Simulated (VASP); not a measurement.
Ba, 2 atoms in the cell. Symmetry: P6_3/mmc, No. 194, hexagonal system. The conventional cell has a = 4.728 Å, b = 4.728 Å, c = 7.736 Å, α = 90.00°, β = 90.00°, γ = 120.00°.  This cell differs from its parent crystal: volume scaled by 1.12.

| Quantity | Value |
| --- | --- |
| Program | VASP 6.6.1 |
| Task | single point |
| Functional | BLYP |
| Potentials or basis | VASP PAW PBE potentials, release 64 (Ba_sv) |
| Cutoff | 520 eV |
| k mesh | 9 × 9 × 5 |
| Occupations | fermi-dirac, width 0.1 eV |
| Spin | no spin polarisation |
| Dipole correction | no |
| Further INCAR settings | ALGO = Normal; EDIFF = 1e-06; NBANDS = 17 |

Potentials or basis: VASP PAW PBE potentials, release 64 (Ba_sv).

Launch:

```console
$ cat potpaw_PBE.64/Ba_sv/POTCAR > POTCAR
$ mpirun -np 1 vasp_std > vasp.out
```

Hardware: 1 thread of AMD EPYC 7R43 64-Core Processor (Zen 3) (shared host).

**Question.** How long does it take, and how much memory?

**Answer.** Run time: 120 s on 1 thread of AMD EPYC 7R43 64-Core Processor (Zen 3), with other jobs on the host, peak memory 0.24 GiB. Counts: scf iterations 12, k points 36.
